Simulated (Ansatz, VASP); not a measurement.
One calculation of Ge, two programs

```
Ge
1.0
     0.00000    2.82891    2.82891
     2.82891    0.00000    2.82891
     2.82891    2.82891    0.00000
Ge
2
Direct
  0.75000 0.75000 0.75000
  0.50000 0.50000 0.50000
```

Alike in both runs: functional PBE-based screened hybrid; k mesh 4 × 4 × 4; occupations fermi-dirac, width 0.05 eV; no spin polarisation.

|  | VASP | Ansatz |
| --- | --- | --- |
| version | VASP 6.6.1 | Ansatz 0.2.0 |
| potentials or method | VASP PAW PBE potentials, release 64 (Ge_d) | Ansatz PAW |
| plane-wave cutoff (eV) | 520 | 420 |
| valence electrons in the cell | 28 | 28 |
| task | single point | band structure |

Ansatz gave:

```
gap on the k mesh at the Fermi level (eV) : 0.71
least direct gap on the mesh (eV)         : 0.78
pressure (GPa)                            : 1.5
```

Which values does VASP return?

gap on the k mesh at the Fermi level (eV): 0.72; least direct gap on the mesh (eV): 0.79; pressure (GPa): 1.5.

VASP's potentials were made for PBE, not for PBE-based screened hybrid.

The k mesh is coarse, so the values compare programs but aren't converged.
